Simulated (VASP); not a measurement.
A run of VASP 6.6.1 is set up as follows.

Contents of INCAR:

```
SYSTEM = Ag
PREC = Accurate
ENCUT = 520
EDIFF = 1E-6
ISMEAR = 0
SIGMA = 0.05
LREAL = .FALSE.
LASPH = .TRUE.
NELM = 60
ALGO = Normal
ISIF = 2
LWAVE = .FALSE.
LCHARG = .FALSE.
GGA = PE
NBANDS = 12
```

KPOINTS

```
Automatic mesh
0
G
  18 18 18
  0 0 0
```

POSCAR

```
Ag
1.0
   -1.6520214387      1.6520214387      1.6520214387
    1.6520214387     -1.6520214387      1.6520214387
    1.6520214387      1.6520214387     -1.6520214387
Ag
1
Direct
    0.0000000000      0.0000000000      0.0000000000
```

Potentials or basis: VASP PAW PBE potentials, release 64 (Ag).

Run with:

```bash
$ cat potpaw_PBE.64/Ag/POTCAR > POTCAR
$ mpirun -np 1 vasp_std > vasp.out
```

(1) What does it give for the pressure?

Answers

(1) -0.1 GPa.
